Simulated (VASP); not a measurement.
# ZrS2 (P-3m1) in VASP: single point with PBE

Aim: the single point of ZrS2 with PBE.

Everything below comes from runs of VASP 6.6.1. Logs are shortened: lines on timing, memory, paths and dates and some standing lists are left out, and cuts for length are marked.

**1. The cell of the first run**

The structure is trigonal, space group P-3m1 (No. 164). The conventional cell has a = 3.691 Å, b = 3.691 Å, c = 6.041 Å, α = 90.00°, β = 90.00°, γ = 120.00°. Zr (site symmetry -3m) has 6 S at 2.57 Å within 3.4 Å. S (site symmetry 3m) has 3 Zr at 2.57 Å within 3.4 Å.

**2. Single point, PBE**

INCAR reads:

```
SYSTEM = ZrS2
PREC = Accurate ; ENCUT = 500
EDIFF = 1E-6 ; ISMEAR = 0
SIGMA = 0.01 ; LREAL = .FALSE.
LASPH = .TRUE. ; NELM = 120
ALGO = Normal ; ISIF = 2
LWAVE = .FALSE. ; LCHARG = .FALSE.
GGA = PE ; NBANDS = 19
GGA_COMPAT = .FALSE.
```

KPOINTS reads:

```
Automatic mesh
0
G
  6 6 2
  0 0 0
```

POSCAR reads:

```
ZrS2
1.0
    3.6913825500      0.0000000000      0.0000000000
   -1.8456912700      3.1968310600      0.0000000000
    0.0000000000      0.0000000000      6.0410770100
Zr S
1 2
Direct
    0.0000000000      0.0000000000      0.0000000000
    0.6666666667      0.3333333333      0.7620900300
    0.3333333333      0.6666666667      0.2379099700
```

Potentials or basis: VASP PAW PBE potentials, release 64 (Zr_sv, S).

Started as:

```bash
$ cat potpaw_PBE.64/Zr_sv/POTCAR potpaw_PBE.64/S/POTCAR > POTCAR
$ mpirun -np 1 vasp_std > vasp.out
```

OUTCAR:

```text
SYSTEM = ZrS2
   PREC = Accurate
   ENCUT = 500
   EDIFF = 1E-6
   ISMEAR = 0
   LREAL = .FALSE.
   LASPH = .TRUE.
   NELM = 120
   ISIF = 2
   GGA = PE

 ion  position               nearest neighbor table
   1  0.000  0.000  0.000-   2 2.57   3 2.57   3 2.57   2 2.57   2 2.57   3 2.57
   2  0.667  0.333  0.762-   1 2.57   1 2.57   1 2.57
   3  0.333  0.667  0.238-   1 2.57   1 2.57   1 2.57

  LATTYP: Found a hexagonal cell.
 ALAT       =     3.6913825500
 C/A-ratio  =     1.6365350727

  Lattice vectors:

 A1 = (   3.6913825500,   0.0000000000,   0.0000000000)
 A2 = (  -1.8456912700,   3.1968310600,   0.0000000000)
 A3 = (   0.0000000000,   0.0000000000,   6.0410770100)

Analysis of symmetry for initial positions (statically):
=====================================================================
 Subroutine PRICEL returns:
 Original cell was already a primitive cell.

 Routine SETGRP: Setting up the symmetry group for a
 hexagonal supercell.

 Subroutine GETGRP returns: Found 12 space group operations
 (whereof 12 operations were pure point group operations)
 out of a pool of 24 trial point group operations.

The static configuration has the point symmetry D_3d.

Analysis of symmetry for dynamics (positions and initial velocities):
=====================================================================
 Subroutine PRICEL returns:
 Original cell was already a primitive cell.

 Routine SETGRP: Setting up the symmetry group for a
 hexagonal supercell.

 Subroutine GETGRP returns: Found 12 space group operations
 (whereof 12 operations were pure point group operations)
 out of a pool of 24 trial point group operations.

The dynamic configuration has the point symmetry D_3d.

 Subroutine INISYM returns: Found 12 space group operations
 (whereof 12 operations are pure point group operations),
 and found     1 'primitive' translations

----------------------------------------------------------------------------------------

                                     Primitive cell

  volume of cell :      71.2891

  direct lattice vectors                    reciprocal lattice vectors
     3.691382550  0.000000000  0.000000000     0.270901210  0.156404886  0.000000000
    -1.845691270  3.196831060  0.000000000     0.000000000  0.312809774  0.000000000
     0.000000000  0.000000000  6.041077010     0.000000000  0.000000000  0.165533397

  length of vectors
     3.691382550  3.691382545  6.041077010     0.312809773  0.312809774  0.165533397

  position of ions in fractional coordinates (direct lattice)
     0.000000000  0.000000000  0.000000000
     0.666666667  0.333333333  0.762090030
     0.333333333  0.666666667  0.237909970

  ion indices of the primitive-cell ions
   primitive index   ion index
                 1           1
                 2           2
                 3           3

----------------------------------------------------------------------------------------

 KPOINTS: Automatic mesh

Automatic generation of k-mesh.
 Grid dimensions read from file:
 generate k-points for:    6    6    2

 Generating k-lattice:

  Cartesian coordinates                     Fractional coordinates (reciprocal lattice)
     0.045150202  0.026067481  0.000000000     0.166666667  0.000000000  0.000000000
     0.000000000  0.052134962  0.000000000     0.000000000  0.166666667  0.000000000
     0.000000000  0.000000000  0.082766699     0.000000000  0.000000000  0.500000000

  Length of vectors
     0.052134962  0.052134962  0.082766699

  Shift w.r.t. Gamma in fractional coordinates (k-lattice)
     0.000000000  0.000000000  0.000000000

 Subroutine IBZKPT returns following result:
 ===========================================

 Found     14 irreducible k-points:

 Following reciprocal coordinates:
            Coordinates               Weight
  0.000000  0.000000  0.000000      1.000000
  0.166667  0.000000  0.000000      6.000000
  0.333333  0.000000  0.000000      6.000000
  0.500000  0.000000  0.000000      3.000000
  0.166667  0.166667  0.000000      6.000000
  0.333333  0.166667  0.000000     12.000000
  0.333333  0.333333  0.000000      2.000000
  0.000000  0.000000  0.500000      1.000000
  0.166667  0.000000  0.500000      6.000000
  0.333333  0.000000  0.500000      6.000000
  0.500000  0.000000  0.500000      3.000000
  0.166667  0.166667  0.500000      6.000000
  0.333333  0.166667  0.500000     12.000000
  0.333333  0.333333  0.500000      2.000000
   k-points           NKPTS =     14   k-points in BZ     NKDIM =     14   number of bands    NBANDS=     19
   number of dos      NEDOS =    301   number of ions     NIONS =      3
   total plane-waves  NPLWV =  37632
   dimension x,y,z NGX =    28 NGY =   28 NGZ =   48
   dimension x,y,z NGXF=    56 NGYF=   56 NGZF=   96
   ions per type =               1   2
   NGX,Y,Z   is equivalent  to a cutoff of  12.61, 12.61, 13.21 a.u.
   NGXF,Y,Z  is equivalent  to a cutoff of  25.22, 25.22, 26.42 a.u.
 SYSTEM =  ZrS2
   PREC   = accura    normal or accurate (medium, high low for compatibility)
   ISTART =      0    job   : 0-new  1-cont  2-samecut
   ICHARG =      2    charge: 1-file 2-atom 10-const
   ISPIN  =      1    spin polarized calculation?
   LNONCOLLINEAR =      F non collinear calculations
   LSORBIT =      F    spin-orbit coupling
   LASPH  =      T    aspherical Exc in radial PAW
   ENCUT  =  500.0 eV  36.75 Ry    6.06 a.u.   6.73  6.73 11.01*2*pi/ulx,y,z
   NELM   =    120;   NELMIN=  2; NELMDL= -5     # of ELM steps
   EDIFF  = 0.1E-05   stopping-criterion for ELM
   LREAL  =      F    real-space projection
   EDIFFG = 0.1E-04   stopping-criterion for IOM
   NSW    =      0    number of steps for IOM
   IBRION =     -1    ionic relax: 0-MD 1-quasi-New 2-CG
   NFREE  =      0    steps in history (QN), initial steepest desc. (CG)
   ISIF   =      2    stress and relaxation
   ISYM   =      2    0-nonsym 1-usesym 2-fastsym
   POTIM  = 0.5000    time-step for ionic-motion
   TEBEG  =    0.0;   TEEND  =   0.0 temperature during run
   PSTRESS=    0.0 pullay stress
   NELECT =      24.0000    total number of electrons
   NUPDOWN=      -1.0000    fix difference up-down
   EMIN   =  10.00;   EMAX   =-10.00  energy-range for DOS
   EFERMI =   0.00;   METHOD = LEGACY
   ISMEAR =     0;   SIGMA  =   0.01  broadening in eV -4-tet -1-fermi 0-gaus
   EFERMI_NEDOS =   21; number of points for ismear=-14 and -15
   IALGO  =     38    algorithm
   IMIX   =      4    mixing-type and parameters
     AMIX     =   0.40;   BMIX     =  1.00
     AMIX_MAG =   1.60;   BMIX_MAG =  1.00
  volume/ion in A,a.u.               =      23.76       160.36
  Fermi-wavevector in a.u.,A,eV,Ry     =   1.138861  2.152136 17.646828  1.297005
  Thomas-Fermi vector in A             =   2.275565
   LORBIT       =      0    0 simple, 1 ext, 2 COOP (PROOUT), +10 PAW based schemes
   GGA     = PE    functional components
   LHFCALC =     F    Hartree Fock is set to
   AEXX    =    0.0000 exact exchange contribution
   IVDW    =     0    specifies the selected vdW correction
   LEPSILON=     F    determine dielectric tensor
   LRPA    =     F    only Hartree local field effects (RPA)
 non-spin polarized calculation
 Gauss-broadening in eV      SIGMA  =   0.01
  energy-cutoff  :      500.00
  volume of cell :       71.29
 maximum number of plane-waves:      1834
 NGX is ok and might be reduce to    28
   NGX = 13   NGY = 13   NGZ = 23

 number of electron      23.9999999 magnetization

 Free energy of the ion-electron system (eV)
  ---------------------------------------------------
  ext. energy  EPLUGINS =         0.00000000
  ---------------------------------------------------
  free energy    TOTEN  =       -21.41326969 eV

  energy without entropy =      -21.41326969  energy(sigma->0) =      -21.41326969

 E-fermi :   4.1707     XC(G=0):  -9.3219

 val. band max:        4.0723692300   @ k =   0.0000   0.0000   0.0000
 cond. band min:       5.1450798711   @ k =   0.5000   0.0000   0.5000
 fundamental gap:      1.0727106411
 Fermi energy:         4.1707185366

 k-point     1 :       0.0000    0.0000    0.0000
  band No.  band energies     occupation
      1     -44.8737      2.00000
      2     -22.9326      2.00000
      3     -22.7805      2.00000
      4     -22.7805      2.00000
      5      -8.4413      2.00000
      6      -7.0496      2.00000
[... 11 lines left out ...]
     18       9.8964      0.00000
     19      10.0236      0.00000

 k-point     2 :       0.1667    0.0000    0.0000
  band No.  band energies     occupation
      1     -44.8694      2.00000
      2     -22.9194      2.00000
      3     -22.8430      2.00000
      4     -22.7940      2.00000
      5      -8.1755      2.00000
      6      -7.1149      2.00000
[... 11 lines left out ...]
     18      10.9552      0.00000
     19      11.5724      0.00000

 k-point     3 :       0.3333    0.0000    0.0000
  band No.  band energies     occupation
      1     -44.8607      2.00000
      2     -22.9661      2.00000
      3     -22.8917      2.00000
      4     -22.8207      2.00000
      5      -7.6337      2.00000
      6      -7.1941      2.00000
[... 11 lines left out ...]
     18      11.5845      0.00000
     19      12.3401      0.00000

 k-point     4 :       0.5000    0.0000    0.0000
  band No.  band energies     occupation
      1     -44.8564      2.00000
      2     -23.0258      2.00000
      3     -22.8783      2.00000
      4     -22.8340      2.00000
      5      -7.4890      2.00000
      6      -7.0609      2.00000
[... 11 lines left out ...]
     18      10.8405      0.00000
     19      12.0636      0.00000

 k-point     5 :       0.1667    0.1667    0.0000
  band No.  band energies     occupation
      1     -44.8629      2.00000
      2     -22.9232      2.00000
      3     -22.8996      2.00000
      4     -22.8259      2.00000
      5      -7.7500      2.00000
      6      -7.2039      2.00000
[... 11 lines left out ...]
     18      12.3273      0.00000
     19      12.9850      0.00000

 k-point     6 :       0.3333    0.1667    0.0000
  band No.  band energies     occupation
      1     -44.8564      2.00000
      2     -22.9936      2.00000
      3     -22.8796      2.00000
      4     -22.8660      2.00000
      5      -7.3869      2.00000
      6      -7.1698      2.00000
[... 11 lines left out ...]
     18      12.0093      0.00000
     19      12.4215      0.00000

 k-point     7 :       0.3333    0.3333    0.0000
  band No.  band energies     occupation
      1     -44.8542      2.00000
      2     -22.9489      2.00000
      3     -22.9489      2.00000
      4     -22.8723      2.00000
      5      -7.2064      2.00000
      6      -7.2064      2.00000
[... 11 lines left out ...]
     18      11.9868      0.00000
     19      13.8270      0.00000

 k-point     8 :       0.0000    0.0000    0.5000
  band No.  band energies     occupation
      1     -44.8737      2.00000
      2     -22.9330      2.00000
      3     -22.7805      2.00000
      4     -22.7805      2.00000
      5      -8.2536      2.00000
      6      -7.3363      2.00000
[... 11 lines left out ...]
     18      10.3876      0.00000
     19      11.6433      0.00000

 k-point     9 :       0.1667    0.0000    0.5000
  band No.  band energies     occupation
      1     -44.8694      2.00000
      2     -22.9197      2.00000
      3     -22.8430      2.00000
      4     -22.7940      2.00000
      5      -7.9963      2.00000
      6      -7.3554      2.00000
[... 11 lines left out ...]
     18      11.6026      0.00000
     19      12.2975      0.00000

 k-point    10 :       0.3333    0.0000    0.5000
  band No.  band energies     occupation
      1     -44.8607      2.00000
      2     -22.9661      2.00000
      3     -22.8919      2.00000
      4     -22.8207      2.00000
      5      -7.5755      2.00000
      6      -7.2535      2.00000
[... 11 lines left out ...]
     18      10.9550      0.00000
     19      11.8547      0.00000

 k-point    11 :       0.5000    0.0000    0.5000
  band No.  band energies     occupation
      1     -44.8564      2.00000
      2     -23.0257      2.00000
      3     -22.8785      2.00000
      4     -22.8340      2.00000
      5      -7.5527      2.00000
      6      -6.9783      2.00000
[... 11 lines left out ...]
     18      10.4951      0.00000
     19      11.3484      0.00000

 k-point    12 :       0.1667    0.1667    0.5000
  band No.  band energies     occupation
      1     -44.8629      2.00000
      2     -22.9231      2.00000
      3     -22.8999      2.00000
      4     -22.8259      2.00000
      5      -7.5964      2.00000
      6      -7.3741      2.00000
[... 11 lines left out ...]
     18      12.5900      0.00000
     19      12.6755      0.00000

 k-point    13 :       0.3333    0.1667    0.5000
  band No.  band energies     occupation
      1     -44.8564      2.00000
      2     -22.9936      2.00000
      3     -22.8798      2.00000
      4     -22.8660      2.00000
      5      -7.4271      2.00000
      6      -7.1230      2.00000
[... 11 lines left out ...]
     18      11.3070      0.00000
     19      12.0733      0.00000

 k-point    14 :       0.3333    0.3333    0.5000
  band No.  band energies     occupation
      1     -44.8542      2.00000
      2     -22.9489      2.00000
      3     -22.9489      2.00000
      4     -22.8725      2.00000
      5      -7.2085      2.00000
      6      -7.2085      2.00000
[... 11 lines left out ...]
     18      12.3893      0.00000
     19      12.7502      0.00000

------------------------ aborting loop because EDIFF is reached ----------------------------------------

  FORCE on cell =-STRESS in cart. coord.  units (eV):
  Direction    XX          YY          ZZ          XY          YZ          ZX
  --------------------------------------------------------------------------------------
  -------------------------------------------------------------------------------------
  Total        0.0924928      0.0924928      0.5250367      0.0000000      0.0000000      0.0000000
  in kB        2.0787164      2.0787164     11.7998679      0.0000000      0.0000000      0.0000000
  external PRESSURE =       5.3191002 kB  Pullay stress =       0.0000000 kB

 VOLUME and BASIS-vectors are now :
 -----------------------------------------------------------------------------
  energy-cutoff  :      500.00
  volume of cell :       71.29
      direct lattice vectors                 reciprocal lattice vectors
     3.691382550  0.000000000  0.000000000     0.270901210  0.156404886  0.000000000
    -1.845691270  3.196831060  0.000000000     0.000000000  0.312809774  0.000000000
     0.000000000  0.000000000  6.041077010     0.000000000  0.000000000  0.165533397

 POSITION                                       TOTAL-FORCE (eV/Angst)
 -----------------------------------------------------------------------------------
      0.00000      0.00000      0.00000        -0.000000      0.000000      0.000000
      1.84569      1.06561      4.60384         0.000000     -0.000000     -0.038452
      0.00000      2.13122      1.43723        -0.000000      0.000000      0.038452
 -----------------------------------------------------------------------------------
    total drift:                                0.000000      0.000000      0.000000

  FREE ENERGIE OF THE ION-ELECTRON SYSTEM (eV)
  ---------------------------------------------------
  free  energy   TOTEN  =       -21.4132696883 eV

  energy  without entropy=      -21.4132696883  energy(sigma->0) =      -21.41326969
```

Run time: 21 s. Hardware: 1 thread of Intel Xeon Platinum 8488C (Sapphire Rapids), shared host; peak memory 0.19 GiB.

What came out:

```yaml
Free_energy: -21.4133 eV
Pressure: 0.5 GPa
Largest_force: 0.038 eV/Å
Band_gap_on_the_k_mesh: 1.07 eV, indirect (least direct gap 1.64 eV)
```

Forces on the atoms (eV/Å):
```
Zr   0.000  0.000  0.000
S    0.000  0.000 -0.038
S    0.000  0.000  0.038
```

Levels at points of the mesh, in eV from the valence-band top:
| k point | band 10 | band 11 | band 12 | band 13 | band 14 | band 15 |
| --- | --- | --- | --- | --- | --- | --- |
| (0.00, 0.00, 0.00) | -0.04 | -0.04 | 0.00 | 1.64 | 1.64 | 2.47 |
| (0.50, 0.00, 0.00) | -2.30 | -1.60 | -1.12 | 1.24 | 3.29 | 3.55 |
| (0.00, 0.00, 0.50) | -1.52 | -0.14 | -0.14 | 1.61 | 1.61 | 2.79 |
| (0.50, 0.00, 0.50) | -2.16 | -0.92 | -0.75 | 1.07 | 3.28 | 3.55 |

Caveat: the k points lie up to 0.52 Å⁻¹ apart; this functional lacks dispersion, which binds the layers, so the pressure and a relaxed spacing across them are unreliable.
